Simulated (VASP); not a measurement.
# BP (I-4m2) in VASP: a series of runs

Runs on BP. Level: PBE. Tasks: single point.

All numbers are computed with VASP 6.6.1; they aren't measurements. Logs are shortened: lines on timing, memory, paths and dates and some standing lists are left out, and cuts for length are marked.

## (1) The cell of the first run

It takes space group I-4m2 (No. 119, tetragonal). Conventional cell: a = 3.209 Å, b = 3.209 Å, c = 4.515 Å, α = 90.00°, β = 90.00°, γ = 90.00°. B (site symmetry -4m2) has 4 P at 1.96 Å within 2.6 Å. P (site symmetry -4m2) has 4 B at 1.96 Å within 2.6 Å.

## (2) Single point, PBE

INCAR reads:

```
PREC = Accurate
ENCUT = 520
EDIFF = 1E-6
ISMEAR = -1
SIGMA = 0.02
LREAL = False
LASPH = True
NELM = 80
ALGO = Normal
ISIF = 2
LWAVE = False
LCHARG = True
GGA = PE
LELF = True
LVHAR = True
NBANDS = 11
```

KPOINTS reads:

```
Automatic mesh
0
Gamma
  8 8 8
```

POSCAR reads:

```
BP
1.0
    0.0000000000      2.2690000000      2.2576550000
    2.2690000000      0.0000000000      2.2576550000
    2.2690000000      2.2690000000      0.0000000000
B P
1 1
Direct
    0.0000000000      0.0000000000      0.0000000000
    0.2500000000      0.2500000000      0.2500000000
```

Potentials or basis: VASP PAW PBE potentials, release 64 (B, P).

Started as:

```sh
$ cat potpaw_PBE.64/B/POTCAR potpaw_PBE.64/P/POTCAR > POTCAR
$ mpirun -np 1 vasp_std > vasp.out
```

OUTCAR:

```text
PREC = Accurate
   ENCUT = 520
   EDIFF = 1E-6
   ISMEAR = -1
   LREAL = False
   LASPH = True
   NELM = 80
   ISIF = 2
   GGA = PE

 ion  position               nearest neighbor table
   1  0.000  0.000  0.000-   2 1.96   2 1.96   2 1.96   2 1.96
   2  0.250  0.250  0.250-   1 1.96   1 1.96   1 1.96   1 1.96

  LATTYP: Found a body centered tetragonal cell.
 ALAT       =     3.2088505730
 C/A-ratio  =     1.4071424946

  Lattice vectors:

 A1 = (   0.0000000000,  -2.2690000000,  -2.2576550000)
 A2 = (   0.0000000000,   2.2690000000,  -2.2576550000)
 A3 = (   2.2690000000,   0.0000000000,   2.2576550000)

Analysis of symmetry for initial positions (statically):
=====================================================================
 Subroutine PRICEL returns:
 Original cell was already a primitive cell.

 Routine SETGRP: Setting up the symmetry group for a
 body centered tetragonal supercell.

 Subroutine GETGRP returns: Found  8 space group operations
 (whereof  8 operations were pure point group operations)
 out of a pool of 16 trial point group operations.

The static configuration has the point symmetry D_2d.

Analysis of symmetry for dynamics (positions and initial velocities):
=====================================================================
 Subroutine PRICEL returns:
 Original cell was already a primitive cell.

 Routine SETGRP: Setting up the symmetry group for a
 body centered tetragonal supercell.

 Subroutine GETGRP returns: Found  8 space group operations
 (whereof  8 operations were pure point group operations)
 out of a pool of 16 trial point group operations.

The dynamic configuration has the point symmetry D_2d.

 Subroutine INISYM returns: Found  8 space group operations
 (whereof  8 operations are pure point group operations),
 and found     1 'primitive' translations

----------------------------------------------------------------------------------------

                                     Primitive cell

  volume of cell :      23.2464

  direct lattice vectors                    reciprocal lattice vectors
     0.000000000  2.269000000  2.257655000    -0.220361393  0.220361393  0.221468736
     2.269000000  0.000000000  2.257655000     0.220361393 -0.220361393  0.221468736
     2.269000000  2.269000000  0.000000000     0.220361393  0.220361393 -0.221468736

  length of vectors
     3.200838499  3.200838499  3.208850573     0.382317522  0.382317522  0.382317522

  position of ions in fractional coordinates (direct lattice)
     0.000000000  0.000000000  0.000000000
     0.250000000  0.250000000  0.250000000

  ion indices of the primitive-cell ions
   primitive index   ion index
                 1           1
                 2           2

----------------------------------------------------------------------------------------

 KPOINTS: Automatic mesh

Automatic generation of k-mesh.
 Grid dimensions read from file:
 generate k-points for:    8    8    8

 Generating k-lattice:

  Cartesian coordinates                     Fractional coordinates (reciprocal lattice)
    -0.027545174  0.027545174  0.027683592     0.125000000  0.000000000  0.000000000
     0.027545174 -0.027545174  0.027683592     0.000000000  0.125000000  0.000000000
     0.027545174  0.027545174 -0.027683592    -0.000000000 -0.000000000  0.125000000

  Length of vectors
     0.047789690  0.047789690  0.047789690

  Shift w.r.t. Gamma in fractional coordinates (k-lattice)
     0.000000000  0.000000000  0.000000000

 Subroutine IBZKPT returns following result:
 ===========================================

 Found     59 irreducible k-points:

 Following reciprocal coordinates:
            Coordinates               Weight
  0.000000  0.000000  0.000000      1.000000
  0.125000  0.000000  0.000000      8.000000
  0.250000  0.000000  0.000000      8.000000
  0.375000  0.000000  0.000000      8.000000
  0.500000  0.000000  0.000000      4.000000
  0.125000  0.125000  0.000000      2.000000
[... 16 lines left out ...]
  0.250000  0.000000  0.125000     16.000000
  0.375000  0.000000  0.125000     16.000000
 [... further k-points ...]
   k-points           NKPTS =     59   k-points in BZ     NKDIM =     59   number of bands    NBANDS=     11
   number of dos      NEDOS =    301   number of ions     NIONS =      2
   total plane-waves  NPLWV =  13824
   dimension x,y,z NGX =    24 NGY =   24 NGZ =   24
   dimension x,y,z NGXF=    48 NGYF=   48 NGZF=   48
   ions per type =               1   1
   NGX,Y,Z   is equivalent  to a cutoff of  12.47, 12.47, 12.43 a.u.
   NGXF,Y,Z  is equivalent  to a cutoff of  24.93, 24.93, 24.87 a.u.
 SYSTEM =  unknown system
   PREC   = accura    normal or accurate (medium, high low for compatibility)
   ISTART =      0    job   : 0-new  1-cont  2-samecut
   ICHARG =      2    charge: 1-file 2-atom 10-const
   ISPIN  =      1    spin polarized calculation?
   LNONCOLLINEAR =      F non collinear calculations
   LSORBIT =      F    spin-orbit coupling
   LASPH  =      T    aspherical Exc in radial PAW
   ENCUT  =  520.0 eV  38.22 Ry    6.18 a.u.   5.95  5.95  5.97*2*pi/ulx,y,z
   NELM   =     80;   NELMIN=  2; NELMDL= -5     # of ELM steps
   EDIFF  = 0.1E-05   stopping-criterion for ELM
   LREAL  =      F    real-space projection
   EDIFFG = 0.1E-04   stopping-criterion for IOM
   NSW    =      0    number of steps for IOM
   IBRION =     -1    ionic relax: 0-MD 1-quasi-New 2-CG
   NFREE  =      0    steps in history (QN), initial steepest desc. (CG)
   ISIF   =      2    stress and relaxation
   ISYM   =      2    0-nonsym 1-usesym 2-fastsym
   POTIM  = 0.5000    time-step for ionic-motion
   TEBEG  =    0.0;   TEEND  =   0.0 temperature during run
   PSTRESS=    0.0 pullay stress
   NELECT =       8.0000    total number of electrons
   NUPDOWN=      -1.0000    fix difference up-down
   EMIN   =  10.00;   EMAX   =-10.00  energy-range for DOS
   EFERMI =   0.00;   METHOD = LEGACY
   ISMEAR =    -1;   SIGMA  =   0.02  broadening in eV -4-tet -1-fermi 0-gaus
   EFERMI_NEDOS =   21; number of points for ismear=-14 and -15
   IALGO  =     38    algorithm
   IMIX   =      4    mixing-type and parameters
     AMIX     =   0.40;   BMIX     =  1.00
     AMIX_MAG =   1.60;   BMIX_MAG =  1.00
  volume/ion in A,a.u.               =      11.62        78.44
  Fermi-wavevector in a.u.,A,eV,Ry     =   1.147236  2.167961 17.907303  1.316150
  Thomas-Fermi vector in A             =   2.283916
   LORBIT       =      0    0 simple, 1 ext, 2 COOP (PROOUT), +10 PAW based schemes
   GGA     = PE    functional components
   LHFCALC =     F    Hartree Fock is set to
   AEXX    =    0.0000 exact exchange contribution
   IVDW    =     0    specifies the selected vdW correction
   LEPSILON=     F    determine dielectric tensor
   LRPA    =     F    only Hartree local field effects (RPA)
 non-spin polarized calculation
  energy-cutoff  :      520.00
  volume of cell :       23.25
 maximum number of plane-waves:       636
   NGX = 11   NGY = 11   NGZ = 11

 number of electron       8.0000000 magnetization

 Free energy of the ion-electron system (eV)
  ---------------------------------------------------
  ext. energy  EPLUGINS =         0.00000000
  ---------------------------------------------------
  free energy    TOTEN  =       -12.92725680 eV

  energy without entropy =      -12.92725680  energy(sigma->0) =      -12.92725680

 E-fermi :   7.8961     XC(G=0): -10.9284

 val. band max:        7.5259161745   @ k =   0.0000   0.0000   0.0000
 cond. band min:       8.7131091606   @ k =   0.3750   0.3750   0.0000
 fundamental gap:      1.1871929861
 Fermi energy:         7.8961456130

 k-point     1 :       0.0000    0.0000    0.0000
  band No.  band energies     occupation
      1      -8.0123      2.00000
      2       7.4770      2.00000
      3       7.4770      2.00000
      4       7.5259      2.00000
      5      10.8822      0.00000
      6      10.9106      0.00000
      7      10.9106      0.00000
      8      14.9436      0.00000
      9      19.0396      0.00000
     10      19.5695      0.00000
     11      19.7012      0.00000

 k-point     2 :       0.1250    0.0000    0.0000
  band No.  band energies     occupation
      1      -7.7300      2.00000
      2       5.6331      2.00000
      3       7.0442      2.00000
      4       7.0824      2.00000
      5      11.4325      0.00000
      6      11.4991      0.00000
      7      11.5027      0.00000
      8      15.7227      0.00000
      9      18.6747      0.00000
     10      18.7729      0.00000
     11      19.8781      0.00000

 k-point     3 :       0.2500    0.0000    0.0000
  band No.  band energies     occupation
      1      -6.9019      2.00000
      2       2.6316      2.00000
      3       6.3469      2.00000
      4       6.3967      2.00000
      5      11.5174      0.00000
      6      12.2597      0.00000
      7      12.2757      0.00000
      8      17.1494      0.00000
      9      18.4512      0.00000
     10      18.4829      0.00000
     11      20.5792      0.00000

 k-point     4 :       0.3750    0.0000    0.0000
  band No.  band energies     occupation
      1      -5.6337      2.00000
      2      -0.1047      2.00000
      3       5.8632      2.00000
      4       5.9233      2.00000
      5      11.3689      0.00000
      6      12.2968      0.00000
      7      12.3428      0.00000
      8      17.6800      0.00000
      9      20.1204      0.00000
     10      20.1547      0.00000
     11      21.3745      0.00000
[... 239 lines left out ...]
 k-point    22 :       0.1250    0.0000    0.1250
  band No.  band energies     occupation
      1      -7.6369      2.00000
      2       6.2988      2.00000
      3       6.3052      2.00000
      4       6.3362      2.00000
      5      10.2879      0.00000
      6      12.4653      0.00000
      7      12.5245      0.00000
      8      15.1493      0.00000
      9      17.8614      0.00000
     10      20.0734      0.00000
     11      20.2277      0.00000

 k-point    23 :       0.2500    0.0000    0.1250
  band No.  band energies     occupation
      1      -6.9898      2.00000
      2       3.6895      2.00000
      3       5.5810      2.00000
      4       5.9578      2.00000
      5      10.5841      0.00000
      6      13.1596      0.00000
      7      13.5725      0.00000
      8      14.6033      0.00000
      9      18.7748      0.00000
     10      20.0664      0.00000
     11      21.4617      0.00000

 k-point    24 :       0.3750    0.0000    0.1250
  band No.  band energies     occupation
      1      -5.8505      2.00000
      2       0.9007      2.00000
      3       5.1565      2.00000
      4       5.2029      2.00000
      5      11.0304      0.00000
      6      13.1605      0.00000
      7      13.7052      0.00000
      8      15.4300      0.00000
      9      19.9324      0.00000
     10      21.2152      0.00000
     11      22.0153      0.00000

 [... further k-points ...]
[... 5 lines left out ...]
  --------------------------------------------------------------------------------------
  -------------------------------------------------------------------------------------
  Total        0.1880306      0.1880306      0.3821382      0.0000000      0.0000000     -0.0000000
  in kB       12.9593269     12.9593269     26.3374934      0.0000000      0.0000000     -0.0000000
  external PRESSURE =      17.4187157 kB  Pullay stress =       0.0000000 kB

 VOLUME and BASIS-vectors are now :
 -----------------------------------------------------------------------------
  energy-cutoff  :      520.00
  volume of cell :       23.25
      direct lattice vectors                 reciprocal lattice vectors
     0.000000000  2.269000000  2.257655000    -0.220361393  0.220361393  0.221468736
     2.269000000  0.000000000  2.257655000     0.220361393 -0.220361393  0.221468736
     2.269000000  2.269000000  0.000000000     0.220361393  0.220361393 -0.221468736

 POSITION                                       TOTAL-FORCE (eV/Angst)
 -----------------------------------------------------------------------------------
      0.00000      0.00000      0.00000         0.000000      0.000000      0.000000
      1.13450      1.13450      1.12883        -0.000000     -0.000000     -0.000000
 -----------------------------------------------------------------------------------
    total drift:                                0.000000      0.000000      0.000000

  FREE ENERGIE OF THE ION-ELECTRON SYSTEM (eV)
  ---------------------------------------------------
  free  energy   TOTEN  =       -12.9272567998 eV

  energy  without entropy=      -12.9272567998  energy(sigma->0) =      -12.92725680
```

Wall time 7.1 s (1 thread of AMD EPYC 9R45 (Zen 5), shared host); peak memory 0.11 GiB.

Results:

```yaml
Free_energy: -12.9273 eV
Pressure: 1.7 GPa
Band_gap_on_the_k_mesh: 1.19 eV, indirect (least direct gap 3.36 eV)
```

Levels at points of the mesh, in eV from the valence-band top:
```csv
k point,band 1,band 2,band 3,band 4,band 5,band 6,band 7,band 8
"(0.00, 0.00, 0.00)",-15.54,-0.05,-0.05,0.00,3.36,3.38,3.38,7.42
"(0.50, 0.00, 0.00)",-12.20,-9.10,-1.83,-1.76,3.77,4.66,4.71,10.11
"(0.50, 0.50, 0.00)",-10.62,-8.61,-4.20,-4.20,1.25,1.57,12.14,12.14
"(0.50, 0.00, 0.50)",-10.67,-8.66,-4.15,-4.14,1.31,1.64,12.09,12.19
```

## (3) Single point, PBE

This run uses another cell than the first one, of 11.74 Å³/atom, 1.010 times its volume.

INCAR reads:

```
SYSTEM = BP
PREC = Accurate
ENCUT = 520
EDIFF = 1E-6
ISMEAR = -1
SIGMA = 0.02
LREAL = .FALSE.
LASPH = .TRUE.
NELM = 60
ALGO = Normal
ISIF = 2
LWAVE = .FALSE.
LCHARG = .FALSE.
GGA = PE
NBANDS = 11
```

KPOINTS reads:

```
regular mesh
0
G
  8 8 8
  0 0 0
```

POSCAR reads:

```
BP
1.0
    0.0000000000      2.2690000000      2.2803450000
    2.2690000000      0.0000000000      2.2803450000
    2.2690000000      2.2690000000      0.0000000000
B P
1 1
Direct
    0.0000000000      0.0000000000      0.0000000000
    0.2500000000      0.2500000000      0.2500000000
```

Potentials or basis: VASP PAW PBE potentials, release 64 (B, P).

Started as:

```sh
$ cat potpaw_PBE.64/B/POTCAR potpaw_PBE.64/P/POTCAR > POTCAR
$ mpirun -np 1 vasp_std > vasp.out
```

Wall time 6.8 s (1 thread of AMD EPYC 9R45 (Zen 5), shared host); peak memory 0.11 GiB.

Results (log left out):

```yaml
Free_energy: -12.9287 eV
Pressure: 0.1 GPa
Band_gap_on_the_k_mesh: 1.24 eV, indirect (least direct gap 3.37 eV)
```

Stress tensor (GPa, compression positive):
```
 0.53  0.00  0.00
 0.00  0.53  0.00
 0.00  0.00 -0.81
```

Levels at points of the mesh, in eV from the valence-band top:
```csv
k point,band 1,band 2,band 3,band 4,band 5,band 6,band 7,band 8
"(0.00, 0.00, 0.00)",-15.43,-0.05,0.00,0.00,3.37,3.37,3.40,7.28
"(0.50, 0.00, 0.00)",-12.13,-9.01,-1.80,-1.74,3.73,4.67,4.72,10.09
"(0.50, 0.50, 0.00)",-10.64,-8.60,-4.08,-4.08,1.36,1.69,12.06,12.06
"(0.50, 0.00, 0.50)",-10.59,-8.56,-4.13,-4.12,1.31,1.62,12.01,12.11
```

## (4) Single point, PBE

This run uses another cell than the first one, of 11.80 Å³/atom, 1.015 times its volume.

INCAR reads:

```
PREC     = Accurate       # precision mode
ENCUT    = 520            # plane-wave cutoff, eV
EDIFF    = 1E-6           # SCF threshold, eV
ISMEAR   = -1             # smearing method
SIGMA    = 0.02           # smearing width, eV
LREAL    = F              # projectors in reciprocal space
LASPH    = T              # aspherical terms in the spheres
NELM     = 60             # most SCF steps
ALGO     = Normal         # electronic algorithm
ISIF     = 2              # what is computed and relaxed
LWAVE    = F              # write WAVECAR
LCHARG   = F              # write CHGCAR
GGA      = PE             # functional
NBANDS   = 11             # bands
```

KPOINTS reads:

```
regular mesh
0
Gamma
  8 8 8
```

POSCAR reads:

```
BP
1.0
    0.0000000000      2.2690000000      2.2916900000
    2.2690000000      0.0000000000      2.2916900000
    2.2690000000      2.2690000000      0.0000000000
B P
1 1
Direct
    0.0000000000      0.0000000000      0.0000000000
    0.2500000000      0.2500000000      0.2500000000
```

Started as:

```sh
$ cat potpaw_PBE.64/B/POTCAR potpaw_PBE.64/P/POTCAR > POTCAR
$ mpirun -np 1 vasp_std > vasp.out
```

Run time: 7.2 s. Hardware: 1 thread of AMD EPYC 9R45 (Zen 5), shared host; peak memory 0.11 GiB.

Results (log left out):

```yaml
Free_energy: -12.9276 eV
Pressure: -0.7 GPa
Band_gap_on_the_k_mesh: 1.21 eV, indirect (least direct gap 3.34 eV)
```

Stress tensor (GPa, compression positive):
```
 0.19  0.00  0.00
 0.00  0.19  0.00
 0.00  0.00 -2.49
```

Levels at points of the mesh, in eV from the valence-band top:
```
           k point  band 1  band 2  band 3  band 4  band 5  band 6  band 7  band 8
(0.00, 0.00, 0.00)  -15.40   -0.10    0.00    0.00    3.34    3.34    3.39    7.19
(0.50, 0.00, 0.00)  -12.12   -9.00   -1.84   -1.71    3.68    4.64    4.72   10.06
(0.50, 0.50, 0.00)  -10.67   -8.62   -4.04   -4.04    1.39    1.73   12.00   12.00
(0.50, 0.00, 0.50)  -10.57   -8.54   -4.15   -4.13    1.28    1.59   11.89   12.09
```

A k mesh can miss the band edges.

## (5) Overview

| cell | gap on the mesh (eV) | pressure (GPa) |
| --- | --- | --- |
| a = 3.201, b = 3.201, c = 3.209 Å, angles 59.9, 59.9, 60.2°, 2 atoms | 1.19 | 1.7 |
| a = 3.217, b = 3.217, c = 3.209 Å, angles 60.1, 60.1, 59.8°, 2 atoms | 1.24 | 0.1 |
| a = 3.225, b = 3.225, c = 3.209 Å, angles 60.2, 60.2, 59.7°, 2 atoms | 1.21 | -0.7 |

Alike in all rows: task single point; level PBE; potentials or basis VASP PAW PBE potentials, release 64 (B, P); no spin polarisation; k mesh 8 × 8 × 8; cutoff (eV) 520; smearing fermi-dirac 0.02 eV.

Total energies depend on the potentials used, so only differences within one code and one set of settings carry meaning.
